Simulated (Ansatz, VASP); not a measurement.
## Ag: VASP beside Ansatz

INCAR

```
SYSTEM = Ag
ALGO = Fast ; EDIFF = 1E-7
ENCUT = 520 ; GGA = PE
ISIF = 2 ; ISMEAR = 0
LASPH = .True. ; LCHARG = .False.
LREAL = .False. ; LWAVE = .False.
NBANDS = 18 ; NELM = 100
PREC = Accurate ; SIGMA = 0.15
```

The input KPOINTS:

```
k-points
0
Gamma
  24 24 12
  0 0 0
```

File POSCAR:

```
Ag
1.0
    3.0931028461      0.0000000000      0.0000000000
   -1.5465514230      2.6787056412      0.0000000000
    0.0000000000      0.0000000000      4.2981489721
Ag
2
Direct
    0.3333333333      0.6666666667      0.2500000000
    0.6666666667      0.3333333333      0.7500000000
```

Input for Ansatz:

```yaml
crystal:
  lattice:
    - [3.0931028461, 0.0, 0.0]
    - [-1.546551423, 2.6787056412, 0.0]
    - [0.0, 0.0, 4.2981489721]
  atoms:
    - { symbol: Ag, position: [0.3333333333, 0.6666666667, 0.25] }
    - { symbol: Ag, position: [0.6666666667, 0.3333333333, 0.75] }
basis:
  ecutwfc: 420
kpoints:
  mp_grid: { grid: [24, 24, 12] }
hamiltonian:
  xc: pbe
scf:
  occupations: { method: gaussian, width: 0.15 }
output:
  forces: true
  stress: true
  eigenvalues: true
```

Alike in both runs: task single point; functional PBE; k mesh 24 × 24 × 12; occupations gaussian, width 0.15 eV; no spin polarisation.

```csv
,VASP,Ansatz
version,VASP 6.6.1,Ansatz 0.2.0
potentials or method,"VASP PAW PBE potentials, release 64 (Ag), cutoff 520 eV","scalar-relativistic, plane waves, PAW"
valence electrons in the cell,22,38
```

Ansatz gave:

- gap on the k mesh at the Fermi level (eV): none
- pressure (GPa): 3.1
- traceless stress, the component that is largest in VASP (GPa): 7.84

Task: Estimate VASP's values.

Result: gap on the k mesh at the Fermi level (eV): none; pressure (GPa): 3.0; traceless stress, the component that is largest in VASP (GPa): 7.77.

A gap of «none» marks a metal or a gap that the smearing closes. VASP's potentials hold 22 valence electrons a cell and Ansatz's 38, so a difference there can come from the potentials and not from the codes.
